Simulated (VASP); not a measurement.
A run of VASP 6.6.1:

File POSCAR:

```
Rh
1.0
    2.7577160463      0.0000000000      0.0000000000
   -1.3788580232      2.3882521525      0.0000000000
    0.0000000000      0.0000000000      4.4355895655
Rh
2
Direct
    0.6666666667      0.3333333333      0.7500000000
    0.3333333333      0.6666666667      0.2500000000
```

INCAR.step1

```
SYSTEM = Rh
PREC = Accurate
ENCUT = 520
ISMEAR = 0
SIGMA = 0.1
LREAL = .False.
LASPH = .True.
NELM = 60
NBANDS = 22
GGA = PE
ALGO = Normal
EDIFF = 1E-4
LWAVE = .True.
LCHARG = .False.
```

The input INCAR.step2:

```
SYSTEM = Rh
PREC = Accurate
ENCUT = 520
EDIFF = 1E-6
ISMEAR = 0
SIGMA = 0.1
LREAL = .False.
LASPH = .True.
NELM = 60
ALGO = Normal
ISIF = 2
LWAVE = .False.
LCHARG = .False.
METAGGA = R2SCAN
LMIXTAU = .True.
NBANDS = 22
ISTART = 1
```

File KPOINTS:

```
Automatic mesh
0
Gamma
  24 24 12
  0 0 0
```

Potentials or basis: VASP PAW PBE potentials, release 64 (Rh_pv).

The run is started by

```console
$ cat potpaw_PBE.64/Rh_pv/POTCAR > POTCAR
$ cp INCAR.step1 INCAR
$ mpirun -np 1 vasp_std > vasp.out
$ cp INCAR.step2 INCAR
$ mpirun -np 1 vasp_std > vasp.out
```

Hardware: 1 thread of Intel(R) Xeon(R) 6975P-C (Granite Rapids), with other jobs on the host.

Question: How long does it take, and how much memory?

Answer: It took 4.2 min on 1 thread of Intel(R) Xeon(R) 6975P-C (Granite Rapids) (shared host), peak memory 0.33 GiB. Counts: k points 427.
